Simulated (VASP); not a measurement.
## As: single point with r2SCAN

Crystal: As.

```xyz
2
Lattice="1.7951 1.0364 5.0543 -1.7951 1.0364 5.0543 0.0000 -2.0728 5.0543" Properties=species:S:1:pos:R:3 pbc="T T T"
As    0.0000    0.0000   11.9534
As    0.0000    0.0000    3.2094
```

```json
{
  "Program": "VASP 6.6.1",
  "Task": "single point",
  "Functional": "r2SCAN",
  "Potentials or basis": "VASP PAW PBE potentials, release 64 (As)",
  "Cutoff": "520 eV",
  "k mesh": "10 × 10 × 10",
  "Occupations": "methfessel-paxton, width 0.6 eV",
  "Spin": "no spin polarisation"
}
```

```json
{
  "Pressure": "0.1 GPa",
  "Largest force": "0.064 eV/Å",
  "Band gap on the k mesh": "0.60 eV (least direct gap 1.15 eV)"
}
```

Forces in eV/Å, atoms in the order of the input:
```
As   0.000  0.000 -0.064
As   0.000  0.000  0.064
```

Stress tensor (GPa, compression positive):
```
0.05 0.00 0.00
0.00 0.05 0.00
0.00 0.00 0.30
```

Levels at points of the mesh, in eV from the valence-band top:
| k point | band 2 | band 3 | band 4 | band 5 | band 6 | band 7 | band 8 | band 9 |
| --- | --- | --- | --- | --- | --- | --- | --- | --- |
| (0.00, 0.00, 0.00) | -7.85 | -2.38 | -1.04 | -1.04 | 1.86 | 2.90 | 2.90 | 8.51 |
| (0.50, 0.00, 0.00) | -10.48 | -4.27 | -2.97 | -2.03 | 0.95 | 1.71 | 3.71 | 6.01 |
| (0.50, 0.50, 0.00) | -10.36 | -4.61 | -3.06 | -2.94 | 1.67 | 3.76 | 4.29 | 6.38 |
| (0.50, 0.50, 0.50) | -8.58 | -1.02 | -1.02 | 0.00 | 1.15 | 2.74 | 2.74 | 6.68 |

Run time: 9.4 min on 1 thread of Intel Xeon 8259CL, on a shared host, peak memory 0.31 GiB.

Caveat: so wide a smearing shifts energies and pressures; the PAW data sets were made with another functional, which shifts forces and pressure a little. A k mesh can miss the band edges.
